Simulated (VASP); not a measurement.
A run of VASP 6.6.1 is set up as follows.

INCAR

```
PREC = Accurate
ENCUT = 520
EDIFF = 1E-7
ISMEAR = 0
SIGMA = 0.05
LREAL = False
LASPH = True
NELM = 100
ALGO = Normal
ISIF = 2
LWAVE = False
LCHARG = False
GGA = PE
NBANDS = 16
```

Contents of KPOINTS:

```
Automatic mesh
0
Gamma
  9 9 6
```

File POSCAR:

```
MgO
1.0
    3.3453000000      0.0000000000      0.0000000000
   -1.6726500000      2.8971147833      0.0000000000
    0.0000000000      0.0000000000      4.3666000000
Mg O
2 2
Direct
    0.6666666667      0.3333333333      0.7500000000
    0.3333333333      0.6666666667      0.2500000000
    0.6666666667      0.3333333333      0.2500000000
    0.3333333333      0.6666666667      0.7500000000
```

Potentials or basis: VASP PAW PBE potentials, release 64 (Mg, O).

Launch:

```bash
$ cat potpaw_PBE.64/Mg/POTCAR potpaw_PBE.64/O/POTCAR > POTCAR
$ mpirun -np 1 vasp_std > vasp.out
```

Question: Predict the band gap on the k mesh.

Answer: 3.56 eV, direct.

Question: Predict the pressure.

Answer: 11.5 GPa.

Stress tensor (GPa, compression positive):
```
16.92  0.00  0.00
 0.00 16.92  0.00
 0.00  0.00  0.67
```

As with any semilocal functional, this PBE gap is likely too small.
